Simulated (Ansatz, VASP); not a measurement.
# Bi: VASP beside Ansatz

File INCAR:

```
PREC = Accurate ; ENCUT = 520
EDIFF = 1E-6 ; ISMEAR = 0
SIGMA = 0.1 ; LREAL = F
LASPH = T ; NELM = 60
ALGO = Fast ; ISIF = 2
LWAVE = F ; LCHARG = F
GGA = PS ; NBANDS = 22
```

File KPOINTS:

```
Automatic mesh
0
Gamma
  6 6 4
```

POSCAR

```
Bi
1.0
    4.5367400000      0.0000000000      0.0000000000
   -2.2683700000      3.9289320904      0.0000000000
    0.0000000000      0.0000000000      5.1998300000
Bi
2
Direct
    0.3333333333      0.6666666667      0.2500000000
    0.6666666667      0.3333333333      0.7500000000
```

Input for Ansatz:

```yaml
crystal:
  lattice:
    - [4.53674, 0.0, 0.0]
    - [-2.26837, 3.9289320904, 0.0]
    - [0.0, 0.0, 5.19983]
  atoms:
    - { symbol: Bi, position: [0.3333333333, 0.6666666667, 0.25] }
    - { symbol: Bi, position: [0.6666666667, 0.3333333333, 0.75] }
basis:
  ecutwfc: 420
kpoints:
  mp_grid: { grid: [6, 6, 4] }
hamiltonian:
  xc: pbesol
scf:
  occupations: { method: gaussian, width: 0.1 }
output:
  forces: true
  stress: true
  eigenvalues: true
```

Alike in both runs: task single point; functional PBEsol; k mesh 6 × 6 × 4; occupations gaussian, width 0.1 eV; no spin polarisation.

```csv
,VASP,Ansatz
version,VASP 6.6.1,Ansatz 0.2.0
potentials or method,"VASP PAW PBE potentials, release 64 (Bi_d), cutoff 520 eV","scalar-relativistic, plane waves, PAW"
valence electrons in the cell,30,30
```

|  | VASP | Ansatz | Ansatz less VASP |
| --- | --- | --- | --- |
| gap on the k mesh at the Fermi level (eV) | none | none | - |
| pressure (GPa) | -8.4 | -8.4 | +0.03 |
| traceless stress, the component that is largest in VASP (GPa) | -3.64 | -3.67 | -0.024 |

VASP's potentials were made for PBE, not for PBEsol. A gap of «none» marks a metal or a gap that the smearing closes.

Neither program's run includes spin-orbit coupling.
